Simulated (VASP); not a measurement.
Crystal: CoSi2.

```
Co Si
1.0
     0.00000    2.54551    2.54551
     2.54551    0.00000    2.54551
     2.54551    2.54551    0.00000
Co Si
1 2
Direct
  0.00000 0.00000 0.00000
  0.25000 0.25000 0.25000
  0.75000 0.75000 0.75000
```

Base run:

```yaml
Program: VASP 6.6.1
Functional: PBEsol
Potentials_or_basis: VASP PAW PBE potentials, release 64 (Co, Si)
Cutoff: 520 eV
k_mesh: 14 × 14 × 14
Occupations: gaussian, width 0.15 eV
Spin: collinear spin, ferromagnetic start
Starting_moments: "[1.375, 0.0, 0.0] μB"
Fixed_moment: 1.375 μB
```

Its results: pressure 42.1 GPa; site moments Co +0.84; Si +0.12 μB.

**Question.** The run is repeated on the same cell with these changes: fixed moment from 1.375 μB to 0.275 μB; moments at the start from [1.38, 0.0, 0.0] to [0.28, 0.0, 0.0]. What comes out?

**Answer.** Pressure 33.4 GPa; site moments Co +0.17; Si +0.02 μB.

Caveats: the cell stands under pressure; the PAW data sets were made with another functional, which shifts forces and pressure a little; the total moment is fixed, so each spin has its own Fermi level.
